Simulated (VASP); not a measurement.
# Al32O (a cell with a defect) in VASP: further runs

The runs below take Al32O (a cell with a defect) through single point, with PBE.

Everything below comes from runs of VASP 6.6.1. Logs are shortened: lines on timing, memory, paths and dates and some standing lists are left out, and cuts for length are marked.

### Step 1. The cell of the first run

The cell holds a defect, 33 atoms: a = 8.100 Å, b = 8.100 Å, c = 8.100 Å, α = 90.00°, β = 90.00°, γ = 90.00°.

### Step 2. Single point, PBE

Contents of INCAR:

```
ALGO = Normal
EDIFF = 1E-6
ENCUT = 520
GGA = PE
ISIF = 2
ISMEAR = -1
LASPH = T
LCHARG = T
LELF = T
LREAL = Auto
LVHAR = T
LWAVE = F
NBANDS = 73
NELM = 80
PREC = Accurate
SIGMA = 0.05
```

Contents of KPOINTS:

```
k-points
0
Gamma
  3 3 3
```

Contents of POSCAR:

```
Al32O
1.0
    8.1000000000      0.0000000000      0.0000000000
    0.0000000000      8.1000000000      0.0000000000
    0.0000000000      0.0000000000      8.1000000000
Al O
32 1
Direct
    0.4955719753     -0.0017772840      0.0023229630
    0.7431859259      0.2501301235      0.0036500000
    0.7468901235      0.0001150617      0.2472853086
   -0.0060543210     -0.0007493827      0.0030137037
    0.2440281481      0.2448383951      0.0048779012
    0.4905134568      0.4971462963      0.0144629630
    0.7433003704      0.7467445679      0.0056365432
    0.2458875309     -0.0007545679      0.2549592593
    0.4970307407      0.2406722222      0.2513764198
    0.7490539506      0.4988651852      0.2535933333
    0.4948012346     -0.0040149383      0.5050181481
    0.7506116049      0.2352072840      0.4982850617
    0.7438822222     -0.0040180247      0.7540998765
    0.0014102469      0.4997024691      0.0117592593
    0.2456017284      0.7514132099      0.0032980247
   -0.0023483951      0.2459693827      0.2512481481
    0.2371491358      0.4997007407      0.2474814815
    0.4969062963      0.7547655556      0.2529493827
    0.0016104938      0.0001135802      0.5020101235
    0.2452472840      0.2501208642      0.5057197531
    0.4818372840      0.4932129630      0.4699595062
    0.7544995062      0.7606741975      0.4943980247
    0.2465914815     -0.0017735802      0.7533298765
    0.4918846914      0.2438106173      0.7570298765
    0.7789708642      0.4932170370      0.7670337037
   -0.0007975309      0.7523516049      0.2496949383
   -0.0046875309      0.4988675309      0.4998261728
    0.2432600000      0.7467441975      0.5056016049
   -0.0024696296      0.2406630864      0.7518680247
    0.2344304938      0.4971400000      0.7583903704
    0.4943043210      0.7423617284      0.7545970370
   -0.0040401235      0.7547743210      0.7519932099
    0.5934775309      0.5441964198      0.6554288889
```

Potentials or basis: VASP PAW PBE potentials, release 64 (Al, O).

Command:

```bash
$ cat potpaw_PBE.64/Al/POTCAR potpaw_PBE.64/O/POTCAR > POTCAR
$ mpirun -np 1 vasp_std > vasp.out
```

OUTCAR:

```text
EDIFF = 1E-6
   ENCUT = 520
   GGA = PE
   ISIF = 2
   ISMEAR = -1
   LASPH = T
   LREAL = Auto
   NELM = 80
   PREC = Accurate

 ion  position               nearest neighbor table
   1  0.496  0.998  0.002-  24 2.81   9 2.82  18 2.83   3 2.84  13 2.84  15 2.85  23 2.85   5 2.85
                             7 2.86   2 2.86   8 2.88  31 2.88
   2  0.743  0.250  0.004-  25 2.76   3 2.83   9 2.83  24 2.85  10 2.86   1 2.86   6 2.86   4 2.87
                            16 2.88  13 2.89  29 2.90  14 2.91
   3  0.747  0.000  0.247-  12 2.79  22 2.79   9 2.81   4 2.81   2 2.83   7 2.84  18 2.84   1 2.84
                            16 2.84  26 2.86  19 2.92  11 2.92
   4  0.994  0.999  0.003-   3 2.81  29 2.82  26 2.83  16 2.84  32 2.84   5 2.84  13 2.86  15 2.86
                             2 2.87  23 2.88   7 2.88   8 2.89
   5  0.244  0.245  0.005-  16 2.82   4 2.84   8 2.84  24 2.84  17 2.85  14 2.85   1 2.85  23 2.85
                            30 2.86   6 2.86   9 2.86  29 2.86
   6  0.491  0.497  0.014-  17 2.79   9 2.83  18 2.84  10 2.85   5 2.86  15 2.86   2 2.86   7 2.88
                            31 2.89  24 2.93  30 2.93  25 3.08
   7  0.743  0.747  0.006-  18 2.83  25 2.83   3 2.84  10 2.84   1 2.86  31 2.86  26 2.86  13 2.87
                             6 2.88   4 2.88  14 2.89  32 2.90
   8  0.246  0.999  0.255-  19 2.81   9 2.82  26 2.83  16 2.84  18 2.84   5 2.84  11 2.86  15 2.86
                            20 2.87   1 2.88  28 2.88   4 2.89
   9  0.497  0.241  0.251-  21 2.71   3 2.81   1 2.82   8 2.82   6 2.83   2 2.83  11 2.85   5 2.86
[... 11 lines left out ...]
  15  0.246  0.751  0.003-  26 2.82  17 2.84  14 2.84   1 2.85  23 2.85  31 2.85   4 2.86   8 2.86
                             6 2.86  30 2.86  32 2.87  18 2.87
  16  0.998  0.246  0.251-   5 2.82  14 2.83  17 2.83  12 2.83   4 2.84   8 2.84   3 2.84  19 2.84
                            27 2.87  10 2.87   2 2.88  20 2.88
  17  0.237  0.500  0.247-  21 2.68  14 2.70   6 2.79  26 2.81  16 2.83  27 2.83  15 2.84   5 2.85
                            28 2.89  20 2.91  18 2.95   9 2.97
  18  0.497  0.755  0.253-  21 2.76  11 2.83   7 2.83   1 2.83   3 2.84   8 2.84   6 2.84  22 2.86
                            15 2.87  28 2.90  10 2.91  17 2.95
  19  0.002  0.000  0.502-  12 2.79  22 2.79  29 2.81   8 2.81  20 2.83  28 2.84  32 2.84  23 2.84
                            16 2.84  26 2.86   3 2.92  13 2.92
  20  0.245  0.250  0.506-  21 2.76  19 2.83  29 2.83  24 2.85  27 2.86  23 2.86  30 2.86   8 2.87
                            16 2.88  11 2.89   9 2.90  17 2.91
  21  0.482  0.493  0.470-  33 1.80  17 2.68   9 2.71  18 2.76  20 2.76  10 2.79  28 2.83  12 3.03
                            31 3.07  30 3.08  24 3.08  22 3.10
  22  0.754  0.761  0.494-  33 2.55  19 2.79   3 2.79  26 2.80  11 2.84  13 2.84  18 2.86  32 2.86
                            10 2.88  27 2.88  31 2.98  25 3.10  21 3.10
  23  0.247  0.998  0.753-  24 2.81  29 2.82  32 2.83  19 2.84  11 2.84  15 2.85   1 2.85   5 2.85
                            28 2.86  20 2.86   4 2.88  31 2.88
  24  0.492  0.244  0.757-  23 2.81   1 2.81   5 2.84   2 2.85  20 2.85  13 2.86  11 2.86   6 2.93
                            30 2.93  12 2.96  21 3.08  25 3.08
  25  0.779  0.493  0.767-  33 1.80  14 2.68  29 2.71  32 2.76   2 2.76  27 2.79   7 2.83  12 3.03
                            31 3.07   6 3.08  24 3.08  22 3.10
  26  0.999  0.752  0.250-  22 2.80  14 2.81  17 2.81  15 2.82   8 2.83   4 2.83   3 2.86  19 2.86
                             7 2.86  28 2.86  27 2.88  10 2.88
  27  0.995  0.499  0.500-  25 2.79  10 2.82  17 2.83  28 2.84  30 2.85  20 2.86  16 2.87  22 2.88
                            26 2.88  32 2.91  12 2.91  29 2.92
  28  0.243  0.747  0.506-  32 2.83  21 2.83  19 2.84  27 2.84  23 2.86  31 2.86  26 2.86  11 2.87
                            30 2.88   8 2.88  17 2.89  18 2.90
  29  0.998  0.241  0.752-  25 2.71  19 2.81  23 2.82   4 2.82  30 2.83  20 2.83  13 2.85   5 2.86
                            12 2.87   2 2.90  27 2.92  14 2.97
  30  0.234  0.497  0.758-  14 2.79  29 2.83  32 2.84  27 2.85   5 2.86  15 2.86  20 2.86  28 2.88
                            31 2.89  24 2.93   6 2.93  21 3.08
  31  0.494  0.742  0.755-  33 1.97  15 2.85   7 2.86  28 2.86  13 2.88  11 2.88  23 2.88   1 2.88
                             6 2.89  30 2.89  22 2.98  21 3.07  25 3.07
  32  0.996  0.755  0.752-  25 2.76  13 2.83  28 2.83  23 2.83  19 2.84   4 2.84  30 2.84  22 2.86
                            15 2.87   7 2.90  27 2.91  14 2.95
  33  0.593  0.544  0.655-  21 1.80  25 1.80  31 1.97  22 2.55

  LATTYP: Found a simple cubic cell.
 ALAT       =     8.1000000000

  Lattice vectors:

 A1 = (   8.1000000000,   0.0000000000,   0.0000000000)
 A2 = (   0.0000000000,   8.1000000000,   0.0000000000)
 A3 = (   0.0000000000,   0.0000000000,   8.1000000000)

Analysis of symmetry for initial positions (statically):
=====================================================================
 Subroutine PRICEL returns:
 Original cell was already a primitive cell.

 Routine SETGRP: Setting up the symmetry group for a
 simple cubic supercell.

 Subroutine GETGRP returns: Found  1 space group operations
 (whereof  1 operations were pure point group operations)
 out of a pool of 48 trial point group operations.

The static configuration has the point symmetry C_1 .

Analysis of symmetry for dynamics (positions and initial velocities):
[... 134 lines left out ...]
  0.333333  0.333333  0.000000      2.000000
  0.000000  0.333333  0.333333      2.000000
  0.333333  0.000000  0.333333      2.000000
 -0.333333  0.333333  0.000000      2.000000
 -0.333333  0.000000  0.333333      2.000000
  0.000000 -0.333333  0.333333      2.000000
  0.333333  0.333333  0.333333      2.000000
 -0.333333  0.333333  0.333333      2.000000
 -0.333333 -0.333333  0.333333      2.000000
  0.333333 -0.333333  0.333333      2.000000
   k-points           NKPTS =     14   k-points in BZ     NKDIM =     14   number of bands    NBANDS=     73
   number of dos      NEDOS =    301   number of ions     NIONS =     33
   total plane-waves  NPLWV = 216000
   dimension x,y,z NGX =    60 NGY =   60 NGZ =   60
   dimension x,y,z NGXF=   120 NGYF=  120 NGZF=  120
   ions per type =              32   1
   NGX,Y,Z   is equivalent  to a cutoff of  12.31, 12.31, 12.31 a.u.
   NGXF,Y,Z  is equivalent  to a cutoff of  24.63, 24.63, 24.63 a.u.
 SYSTEM =  unknown system
   PREC   = accura    normal or accurate (medium, high low for compatibility)
   ISTART =      0    job   : 0-new  1-cont  2-samecut
   ICHARG =      2    charge: 1-file 2-atom 10-const
   ISPIN  =      1    spin polarized calculation?
   LNONCOLLINEAR =      F non collinear calculations
   LSORBIT =      F    spin-orbit coupling
   LASPH  =      T    aspherical Exc in radial PAW
   ENCUT  =  520.0 eV  38.22 Ry    6.18 a.u.  15.06 15.06 15.06*2*pi/ulx,y,z
   NELM   =     80;   NELMIN=  2; NELMDL= -5     # of ELM steps
   EDIFF  = 0.1E-05   stopping-criterion for ELM
   LREAL  =      T    real-space projection
   EDIFFG = 0.1E-04   stopping-criterion for IOM
   NSW    =      0    number of steps for IOM
   IBRION =     -1    ionic relax: 0-MD 1-quasi-New 2-CG
   NFREE  =      0    steps in history (QN), initial steepest desc. (CG)
   ISIF   =      2    stress and relaxation
   ISYM   =      2    0-nonsym 1-usesym 2-fastsym
   POTIM  = 0.5000    time-step for ionic-motion
   TEBEG  =    0.0;   TEEND  =   0.0 temperature during run
   PSTRESS=    0.0 pullay stress
   NELECT =     102.0000    total number of electrons
   NUPDOWN=      -1.0000    fix difference up-down
   EMIN   =  10.00;   EMAX   =-10.00  energy-range for DOS
   EFERMI =   0.00;   METHOD = LEGACY
   ISMEAR =    -1;   SIGMA  =   0.05  broadening in eV -4-tet -1-fermi 0-gaus
   EFERMI_NEDOS =   21; number of points for ismear=-14 and -15
   IALGO  =     38    algorithm
   IMIX   =      4    mixing-type and parameters
     AMIX     =   0.40;   BMIX     =  1.00
     AMIX_MAG =   1.60;   BMIX_MAG =  1.00
  volume/ion in A,a.u.               =      16.10       108.68
  Fermi-wavevector in a.u.,A,eV,Ry     =   0.944329  1.784523 12.133087  0.891757
  Thomas-Fermi vector in A             =   2.072123
   LORBIT       =      0    0 simple, 1 ext, 2 COOP (PROOUT), +10 PAW based schemes
   GGA     = PE    functional components
   LHFCALC =     F    Hartree Fock is set to
   AEXX    =    0.0000 exact exchange contribution
   IVDW    =     0    specifies the selected vdW correction
   LEPSILON=     F    determine dielectric tensor
   LRPA    =     F    only Hartree local field effects (RPA)
 non-spin polarized calculation
  energy-cutoff  :      520.00
  volume of cell :      531.44
 maximum number of plane-waves:     14358
   NGX = 31   NGY = 31   NGZ = 31

 number of electron     102.0000002 magnetization

 Free energy of the ion-electron system (eV)
  ---------------------------------------------------
  ext. energy  EPLUGINS =         0.00000000
  ---------------------------------------------------
  free energy    TOTEN  =      -128.06923965 eV

  energy without entropy =     -127.99621227  energy(sigma->0) =     -128.03272596

 E-fermi :   7.9755     XC(G=0): -10.2352

 val. band max:        7.8791940511   @ k =   0.3333   0.0000   0.0000
 cond. band min:       7.9836971490   @ k =  -0.3333   0.0000   0.3333
 fundamental gap:      0.1045030979
 Fermi energy:         7.9755314475

 k-point     1 :       0.0000    0.0000    0.0000
  band No.  band energies     occupation
      1     -12.7149      2.00000
      2      -2.9823      2.00000
      3      -1.2279      2.00000
      4      -1.0172      2.00000
      5      -0.9593      2.00000
      6      -0.8984      2.00000
[... 913 lines left out ...]
     62       9.8117      0.00000
     63       9.8389      0.00000
 [bands above 63 left out]

------------------------ aborting loop because EDIFF is reached ----------------------------------------

  FORCE on cell =-STRESS in cart. coord.  units (eV):
  Direction    XX          YY          ZZ          XY          YZ          ZX
  --------------------------------------------------------------------------------------
  -------------------------------------------------------------------------------------
  Total        4.4883201      3.0330688      4.4739574      0.2669773     -0.2717533      0.3461725
  in kB       13.5312945      9.1440330     13.4879942      0.8048777     -0.8192761      1.0436338
  external PRESSURE =      12.0544406 kB  Pullay stress =       0.0000000 kB

 VOLUME and BASIS-vectors are now :
 -----------------------------------------------------------------------------
  energy-cutoff  :      520.00
  volume of cell :      531.44
      direct lattice vectors                 reciprocal lattice vectors
     8.100000000  0.000000000  0.000000000     0.123456790  0.000000000  0.000000000
     0.000000000  8.100000000  0.000000000     0.000000000  0.123456790  0.000000000
     0.000000000  0.000000000  8.100000000     0.000000000  0.000000000  0.123456790

 POSITION                                       TOTAL-FORCE (eV/Angst)
 -----------------------------------------------------------------------------------
      4.01413      8.08560      0.01882        -0.000056     -0.017846      0.002922
      6.01981      2.02605      0.02957        -0.000653     -0.021821     -0.022046
      6.04981      0.00093      2.00301        -0.004321      0.016162     -0.003695
      8.05096      8.09393      0.02441         0.000621     -0.001681      0.001248
      1.97663      1.98319      0.03951        -0.013375     -0.024535      0.014549
      3.97316      4.02689      0.11715        -0.001288     -0.045463      0.000989
[... 25 lines left out ...]
      8.06727      6.11367      6.09115        -0.019591     -0.039987     -0.000176
      4.80717      4.40799      5.30897        -0.005466      1.169005      0.007636
 -----------------------------------------------------------------------------------
    total drift:                                0.013289      0.021833     -0.024024

  FREE ENERGIE OF THE ION-ELECTRON SYSTEM (eV)
  ---------------------------------------------------
  free  energy   TOTEN  =      -128.0692396517 eV

  energy  without entropy=     -127.9962122651  energy(sigma->0) =     -128.03272596
```

Run time: 7.9 min. Hardware: 1 thread of AMD EPYC 9R45 (Zen 5), shared host; peak memory 0.63 GiB.

What came out:

```
Free energy            : -128.0692 eV
Pressure               : 1.2 GPa
Largest force          : 1.169 eV/Å
Band gap on the k mesh : zero (band 51 reaches 8.17 eV, above the bottom of band 52 at 7.84 eV)
```

Forces in eV/Å, atoms in the order of the input:
```
Al   0.000 -0.018  0.003
Al  -0.001 -0.022 -0.022
Al  -0.004  0.016 -0.004
Al   0.001 -0.002  0.001
Al  -0.013 -0.025  0.015
Al  -0.001 -0.045  0.001
Al   0.005 -0.020  0.020
Al  -0.001  0.000 -0.001
Al   0.003 -0.038 -0.019
Al  -0.001 -0.014  0.004
Al   0.001 -0.068 -0.002
Al  -0.039 -0.037  0.036
Al   0.002 -0.068 -0.001
Al  -0.001  0.009  0.000
Al   0.015 -0.030 -0.012
Al  -0.018 -0.007  0.015
Al   0.002  0.008  0.000
Al  -0.002 -0.040  0.018
Al   0.004  0.017  0.006
Al   0.019 -0.022  0.000
Al   0.003 -0.154  0.000
Al   0.043 -0.029 -0.042
Al  -0.003 -0.016  0.003
Al  -0.017 -0.121  0.015
Al  -0.003 -0.153 -0.003
Al   0.015 -0.005 -0.016
Al  -0.001 -0.015  0.001
Al  -0.019 -0.020 -0.003
Al   0.019 -0.038 -0.002
Al   0.000 -0.045  0.000
Al   0.018 -0.128 -0.018
Al  -0.020 -0.040  0.000
O   -0.005  1.169  0.008
```

[end of part 1 of 2]
